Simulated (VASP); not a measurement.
A run of VASP 6.6.1 is set up as follows.

Contents of INCAR:

```
SYSTEM = Mo
PREC = Accurate
ENCUT = 500
EDIFF = 1E-7
ISMEAR = 1
SIGMA = 0.1
LREAL = .FALSE.
LASPH = .TRUE.
NELM = 120
ALGO = Normal
ISIF = 3
LWAVE = .FALSE.
LCHARG = .FALSE.
GGA = CA
IBRION = 2
NSW = 80
EDIFFG = -0.03
PSTRESS = 450.0
GGA_COMPAT = .FALSE.
NELMIN = 4
```

KPOINTS

```
Automatic mesh
0
G
  10 10 10
  0 0 0
```

Contents of POSCAR:

```
Mo
1.0
    0.0000000000      1.9800000000      1.9800000000
    1.9800000000      0.0000000000      1.9800000000
    1.9800000000      1.9800000000      0.0000000000
Mo
1
Direct
    0.0000000000      0.0000000000      0.0000000000
```

Potentials or basis: VASP PAW LDA potentials, release 64 (Mo_sv).

Command:

```console
$ cat potpaw_LDA.64/Mo_sv/POTCAR > POTCAR
$ mpirun -np 1 vasp_std > vasp.out
```

**Question.** Predict the band gap on the k mesh.

**Answer.** Zero (bands 7 and 8 overlap by 6.09 eV).

**Question.** Predict the space group after relaxing (to 0.1 Å).

**Answer.** Fm-3m (No. 225).

**Question.** Estimate the relaxed cell.

**Answer.** a = 2.668 Å, b = 2.668 Å, c = 2.668 Å, α = 60.00°, β = 60.00°, γ = 60.00°.

**Question.** Predict the relaxed volume.

**Answer.** 13.43 Å³/atom.

Final structure:
```yaml
crystal:
  lattice:
    - [0.00000, 1.88677, 1.88677]
    - [1.88677, 0.00000, 1.88677]
    - [1.88677, 1.88677, 0.00000]
  atoms:
    - { symbol: Mo, position: [0.00000, 0.00000, 0.00000] }
```

Caveat: the cell is relaxed towards a set pressure, so the run minimises the enthalpy, not the energy.
